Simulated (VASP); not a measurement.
# MoS2 (rutile type) (P4_2/mnm) in VASP: relaxation of cell and atoms with PBE

Aim: the relaxation of cell and atoms of MoS2 (rutile type) with PBE.

All numbers are computed with VASP 6.6.1; they aren't measurements. Logs are shortened: lines on timing, memory, paths and dates and some standing lists are left out, and cuts for length are marked.

### 1 The cell of the first run

Symmetry: P4_2/mnm, No. 136, tetragonal system. Conventional cell: a = 5.495 Å, b = 5.495 Å, c = 3.627 Å, α = 90.00°, β = 90.00°, γ = 90.00°. Within 3.1 Å of Mo (site symmetry mmm) lie 6 S at 2.36 to 2.37 Å. S (site symmetry m2m) has 3 Mo at 2.36 to 2.37 Å and 1 S at 3.03 Å within 3.1 Å.

### 2 Relaxation of cell and atoms, PBE

The input, INCAR:

```
SYSTEM = MoS2
PREC     = Accurate       ! precision mode
ENCUT    = 600            ! plane-wave cutoff, eV
EDIFF    = 1E-6           ! SCF threshold, eV
ISMEAR   = -1             ! smearing method
SIGMA    = 0.03           ! smearing width, eV
LREAL    = .FALSE.        ! projectors in reciprocal space
LASPH    = .TRUE.         ! aspherical terms in the spheres
NELM     = 60             ! most SCF steps
ALGO     = Normal         ! electronic algorithm
ISIF     = 3              ! what is computed and relaxed
LWAVE    = .FALSE.        ! write WAVECAR
LCHARG   = .FALSE.        ! write CHGCAR
GGA      = PE             ! functional
IBRION   = 2              ! ionic algorithm
NSW      = 100            ! ionic steps
EDIFFG   = -0.005         ! ionic threshold
```

The input, KPOINTS:

```
Automatic mesh
0
G
  6 6 10
  0 0 0
```

The input, POSCAR:

```
MoS2
1.0
    5.4949316111      0.0000000000      0.0000000000
    0.0000000000      5.4949316111      0.0000000000
    0.0000000000      0.0000000000      3.6266548633
Mo S
2 4
Direct
    0.0000000000      0.0000000000      0.0000000000
    0.5000000000      0.5000000000      0.5000000000
    0.3050000000      0.3050000000      0.0000000000
    0.6950000000      0.6950000000      0.0000000000
    0.8050000000      0.1950000000      0.5000000000
    0.1950000000      0.8050000000      0.5000000000
```

Potentials or basis: VASP PAW PBE potentials, release 64 (Mo_sv, S).

Run with:

```bash
> cat potpaw_PBE.64/Mo_sv/POTCAR potpaw_PBE.64/S/POTCAR > POTCAR
> mpirun -np 1 vasp_std > vasp.out
```

OUTCAR:

```text
SYSTEM = MoS2
   PREC = Accurate
   ENCUT = 600
   EDIFF = 1E-6
   ISMEAR = -1
   LREAL = .FALSE.
   LASPH = .TRUE.
   NELM = 60
   ISIF = 3
   GGA = PE
   IBRION = 2
   NSW = 100
   EDIFFG = -0.005

 ion  position               nearest neighbor table
   1  0.000  0.000  0.000-   5 2.36   6 2.36   5 2.36   6 2.36   3 2.37   4 2.37
   2  0.500  0.500  0.500-   3 2.36   4 2.36   3 2.36   4 2.36   5 2.37   6 2.37
   3  0.305  0.305  0.000-   2 2.36   2 2.36   1 2.37
   4  0.695  0.695  0.000-   2 2.36   2 2.36   1 2.37
   5  0.805  0.195  0.500-   1 2.36   1 2.36   2 2.37
   6  0.195  0.805  0.500-   1 2.36   1 2.36   2 2.37

  LATTYP: Found a simple tetragonal cell.
 ALAT       =     5.4949316111
 C/A-ratio  =     0.6600000000

  Lattice vectors:

 A1 = (   5.4949316111,   0.0000000000,   0.0000000000)
 A2 = (   0.0000000000,   5.4949316111,   0.0000000000)
 A3 = (   0.0000000000,   0.0000000000,   3.6266548633)

Analysis of symmetry for initial positions (statically):
=====================================================================
 Subroutine PRICEL returns:
 Original cell was already a primitive cell.

 Routine SETGRP: Setting up the symmetry group for a
 simple tetragonal supercell.

 Subroutine GETGRP returns: Found 16 space group operations
 (whereof  8 operations were pure point group operations)
 out of a pool of 16 trial point group operations.

The static configuration has the point symmetry D_2h.
 The point group associated with its full space group is D_4h.

Analysis of symmetry for dynamics (positions and initial velocities):
=====================================================================
 Subroutine PRICEL returns:
 Original cell was already a primitive cell.

 Routine SETGRP: Setting up the symmetry group for a
 simple tetragonal supercell.

 Subroutine GETGRP returns: Found 16 space group operations
 (whereof  8 operations were pure point group operations)
 out of a pool of 16 trial point group operations.

The dynamic configuration has the point symmetry D_2h.
 The point group associated with its full space group is D_4h.

 Subroutine INISYM returns: Found 16 space group operations
 (whereof  8 operations are pure point group operations),
 and found     1 'primitive' translations

----------------------------------------------------------------------------------------

                                     Primitive cell

  volume of cell :     109.5042

  direct lattice vectors                    reciprocal lattice vectors
     5.494931611  0.000000000  0.000000000     0.181985886  0.000000000  0.000000000
     0.000000000  5.494931611  0.000000000     0.000000000  0.181985886  0.000000000
     0.000000000  0.000000000  3.626654863     0.000000000  0.000000000  0.275736192

  length of vectors
     5.494931611  5.494931611  3.626654863     0.181985886  0.181985886  0.275736192

  position of ions in fractional coordinates (direct lattice)
     0.000000000  0.000000000  0.000000000
     0.500000000  0.500000000  0.500000000
     0.305000000  0.305000000  0.000000000
     0.695000000  0.695000000  0.000000000
     0.805000000  0.195000000  0.500000000
     0.195000000  0.805000000  0.500000000

  ion indices of the primitive-cell ions
   primitive index   ion index
                 1           1
                 2           2
                 3           3
                 4           4
                 5           5
                 6           6

----------------------------------------------------------------------------------------

 KPOINTS: Automatic mesh

Automatic generation of k-mesh.
 Grid dimensions read from file:
 generate k-points for:    6    6   10

 Generating k-lattice:

  Cartesian coordinates                     Fractional coordinates (reciprocal lattice)
     0.030330981  0.000000000  0.000000000     0.166666667  0.000000000  0.000000000
     0.000000000  0.030330981  0.000000000     0.000000000  0.166666667  0.000000000
     0.000000000  0.000000000  0.027573619     0.000000000  0.000000000  0.100000000

  Length of vectors
     0.030330981  0.030330981  0.027573619

  Shift w.r.t. Gamma in fractional coordinates (k-lattice)
     0.000000000  0.000000000  0.000000000

 Subroutine IBZKPT returns following result:
 ===========================================

 Found     60 irreducible k-points:

 Following reciprocal coordinates:
            Coordinates               Weight
  0.000000  0.000000  0.000000      1.000000
  0.166667  0.000000  0.000000      4.000000
  0.333333  0.000000  0.000000      4.000000
  0.500000  0.000000  0.000000      2.000000
  0.166667  0.166667  0.000000      4.000000
  0.333333  0.166667  0.000000      8.000000
[... 16 lines left out ...]
  0.333333  0.000000  0.200000      8.000000
  0.500000  0.000000  0.200000      4.000000
 [... further k-points ...]
   k-points           NKPTS =     60   k-points in BZ     NKDIM =     60   number of bands    NBANDS=     31
   number of dos      NEDOS =    301   number of ions     NIONS =      6
   total plane-waves  NPLWV =  69120
   dimension x,y,z NGX =    48 NGY =   48 NGZ =   30
   dimension x,y,z NGXF=    96 NGYF=   96 NGZF=   60
   ions per type =               2   4
   NGX,Y,Z   is equivalent  to a cutoff of  14.52, 14.52, 13.75 a.u.
   NGXF,Y,Z  is equivalent  to a cutoff of  29.04, 29.04, 27.50 a.u.
 SYSTEM =  MoS2
   PREC   = accura    normal or accurate (medium, high low for compatibility)
   ISTART =      0    job   : 0-new  1-cont  2-samecut
   ICHARG =      2    charge: 1-file 2-atom 10-const
   ISPIN  =      1    spin polarized calculation?
   LNONCOLLINEAR =      F non collinear calculations
   LSORBIT =      F    spin-orbit coupling
   LASPH  =      T    aspherical Exc in radial PAW
   ENCUT  =  600.0 eV  44.10 Ry    6.64 a.u.  10.97 10.97  7.24*2*pi/ulx,y,z
   NELM   =     60;   NELMIN=  2; NELMDL= -5     # of ELM steps
   EDIFF  = 0.1E-05   stopping-criterion for ELM
   LREAL  =      F    real-space projection
   EDIFFG = -.5E-02   stopping-criterion for IOM
   NSW    =    100    number of steps for IOM
   IBRION =      2    ionic relax: 0-MD 1-quasi-New 2-CG
   NFREE  =      1    steps in history (QN), initial steepest desc. (CG)
   ISIF   =      3    stress and relaxation
   ISYM   =      2    0-nonsym 1-usesym 2-fastsym
   POTIM  = 0.5000    time-step for ionic-motion
   TEBEG  =    0.0;   TEEND  =   0.0 temperature during run
   PSTRESS=    0.0 pullay stress
   NELECT =      52.0000    total number of electrons
   NUPDOWN=      -1.0000    fix difference up-down
   EMIN   =  10.00;   EMAX   =-10.00  energy-range for DOS
   EFERMI =   0.00;   METHOD = LEGACY
   ISMEAR =    -1;   SIGMA  =   0.03  broadening in eV -4-tet -1-fermi 0-gaus
   EFERMI_NEDOS =   21; number of points for ismear=-14 and -15
   IALGO  =     38    algorithm
   IMIX   =      4    mixing-type and parameters
     AMIX     =   0.40;   BMIX     =  1.00
     AMIX_MAG =   1.60;   BMIX_MAG =  1.00
  volume/ion in A,a.u.               =      18.25       123.16
  Fermi-wavevector in a.u.,A,eV,Ry     =   1.277220  2.413596 22.195057  1.631291
  Thomas-Fermi vector in A             =   2.409832
   LORBIT       =      0    0 simple, 1 ext, 2 COOP (PROOUT), +10 PAW based schemes
   GGA     = PE    functional components
   LHFCALC =     F    Hartree Fock is set to
   AEXX    =    0.0000 exact exchange contribution
   IVDW    =     0    specifies the selected vdW correction
   LEPSILON=     F    determine dielectric tensor
   LRPA    =     F    only Hartree local field effects (RPA)
 conjugate gradient relaxation of ions
 non-spin polarized calculation
  energy-cutoff  :      600.00
  volume of cell :      109.50
 maximum number of plane-waves:      3678
 NGX is ok and might be reduce to    48
   NGX = 21   NGY = 21   NGZ = 15

--------------------------------------- Ionic step        1  -------------------------------------------

 number of electron      51.9999996 magnetization

 Free energy of the ion-electron system (eV)
  ---------------------------------------------------
  ext. energy  EPLUGINS =         0.00000000
  ---------------------------------------------------
  free energy    TOTEN  =       -40.30325484 eV

  energy without entropy =      -40.28105469  energy(sigma->0) =      -40.29215476

------------------------ aborting loop because EDIFF is reached ----------------------------------------

  FORCE on cell =-STRESS in cart. coord.  units (eV):
  Direction    XX          YY          ZZ          XY          YZ          ZX
  --------------------------------------------------------------------------------------
  -------------------------------------------------------------------------------------
  Total        6.9171755      6.9171755     -0.0011398      0.0000000      0.0000000      0.0000000
  in kB      101.2065379    101.2065379     -0.0166769      0.0000000      0.0000000      0.0000000
  external PRESSURE =      67.4654663 kB  Pullay stress =       0.0000000 kB
[... 101 lines left out ...]
  FREE ENERGIE OF THE ION-ELECTRON SYSTEM (eV)
  ---------------------------------------------------
  free  energy   TOTEN  =       -40.6378815545 eV

  energy  without entropy=      -40.6205178020  energy(sigma->0) =      -40.62919968

[... ionic steps 4 to 15 ...]

--------------------------------------- Ionic step       16  -------------------------------------------

 number of electron      51.9999992 magnetization

------------------------ aborting loop because EDIFF is reached ----------------------------------------

  FORCE on cell =-STRESS in cart. coord.  units (eV):
  Direction    XX          YY          ZZ          XY          YZ          ZX
  --------------------------------------------------------------------------------------
  -------------------------------------------------------------------------------------
  Total        0.0432373      0.0432373      0.0294211      0.0000000      0.0000000      0.0000000
  in kB        0.6214657      0.6214657      0.4228805      0.0000000      0.0000000      0.0000000
  external PRESSURE =       0.5552707 kB  Pullay stress =       0.0000000 kB
[... 65 lines left out ...]
  energy  without entropy=      -41.2103017996  energy(sigma->0) =      -41.21721614

--------------------------------------- Ionic step       18  -------------------------------------------

 number of electron      51.9999992 magnetization

 Free energy of the ion-electron system (eV)
  ---------------------------------------------------
  ext. energy  EPLUGINS =         0.00000000
  ---------------------------------------------------
  free energy    TOTEN  =       -41.22413559 eV

  energy without entropy =      -41.21030570  energy(sigma->0) =      -41.21722064

 E-fermi :   6.8937     XC(G=0): -10.6411

 val. band max:        6.8864889735   @ k =   0.5000   0.3333   0.1000
 cond. band min:       6.8983678508   @ k =   0.1667   0.1667   0.1000
 fundamental gap:      0.0118788773
 Fermi energy:         6.8937265447

 k-point     1 :       0.0000    0.0000    0.0000
  band No.  band energies     occupation
      1     -54.6092      2.00000
      2     -54.6084      2.00000
      3     -28.7414      2.00000
      4     -28.7414      2.00000
      5     -28.7118      2.00000
      6     -28.7118      2.00000
[... 805 lines left out ...]
     30       7.9275      0.00000
     31       9.2081      0.00000

 [... further k-points ...]
[... 5 lines left out ...]
  --------------------------------------------------------------------------------------
  -------------------------------------------------------------------------------------
  Total        0.0018310      0.0018310     -0.0218576      0.0000000      0.0000000      0.0000000
  in kB        0.0263064      0.0263064     -0.3140410      0.0000000      0.0000000      0.0000000
  external PRESSURE =      -0.0871427 kB  Pullay stress =       0.0000000 kB
[... 21 lines left out ...]
  FREE ENERGIE OF THE ION-ELECTRON SYSTEM (eV)
  ---------------------------------------------------
  free  energy   TOTEN  =       -41.2241355852 eV

  energy  without entropy=      -41.2103057013  energy(sigma->0) =      -41.21722064

 reached required accuracy - stopping structural energy minimisation
```

It took 15 min on 1 thread of Intel Xeon 6975P-C (Granite Rapids), shared host; peak memory 0.4 GiB.

What came out:

* Free energy: -41.2241 eV
* Relaxed volume: 18.59 Å³/atom
* Relaxed cell: a = 5.874 Å, b = 5.874 Å, c = 3.232 Å, α = 90.00°, β = 90.00°, γ = 90.00°
* Space group after relaxing (to 0.1 Å): P4_2/mnm (No. 136)
* Energy gained by relaxing: 153.5 meV/atom
* Ionic steps: 18
* Pressure after relaxing: 0.0 GPa
* Band gap on the k mesh: zero (bands 26 and 27 overlap by 1.01 eV)

Step by step:
| step | energy change (eV) | largest force (eV/Å) | pressure (GPa) | volume (Å³) |
| --- | --- | --- | --- | --- |
| 1 | 0.0000 | 0.9044 | 6.75 | 109.50 |
| 2 | -0.2908 | 0.2533 | -7.52 | 122.02 |
| 3 | -0.3346 | 0.4406 | -4.37 | 118.57 |
| 4 | -0.7433 | 0.3807 | -4.43 | 117.51 |
| 5 | -0.8069 | 0.3521 | -4.30 | 116.93 |
| 6 | -0.8154 | 0.3519 | -4.23 | 116.68 |
| 7 | -0.8412 | 0.5067 | 5.45 | 108.00 |
| 8 | -0.8928 | 0.4602 | 0.73 | 111.76 |
| 9 | -0.9162 | 0.0330 | 0.31 | 111.50 |
| 10 | -0.9162 | 0.0483 | 0.31 | 111.51 |
| 11 | -0.9190 | 0.0181 | -0.43 | 112.03 |
| 12 | -0.9190 | 0.0148 | -0.53 | 112.09 |
| 13 | -0.9207 | 0.0356 | -0.09 | 111.64 |
| 14 | -0.9207 | 0.0377 | -0.05 | 111.60 |
| 15 | -0.9209 | 0.0131 | 0.04 | 111.50 |
| 16 | -0.9209 | 0.0065 | 0.06 | 111.47 |
| 17 | -0.9209 | 0.0032 | -0.04 | 111.54 |
| 18 | -0.9209 | 0.0006 | -0.01 | 111.51 |

Final structure:
```cif
data_structure
_symmetry_space_group_name_H-M 'P 1'
_symmetry_Int_Tables_number 1
_cell_length_a 5.8744
_cell_length_b 5.8744
_cell_length_c 3.2315
_cell_angle_alpha 90.000
_cell_angle_beta 90.000
_cell_angle_gamma 90.000
_cell_volume 111.51
loop_
_atom_site_label
_atom_site_type_symbol
_atom_site_fract_x
_atom_site_fract_y
_atom_site_fract_z
_atom_site_occupancy
Mo1 Mo 0.00000 0.00000 0.00000 1
Mo2 Mo 0.50000 0.50000 0.50000 1
S1 S 0.28699 0.28699 0.00000 1
S2 S 0.71301 0.71301 0.00000 1
S3 S 0.78699 0.21301 0.50000 1
S4 S 0.21301 0.78699 0.50000 1
```
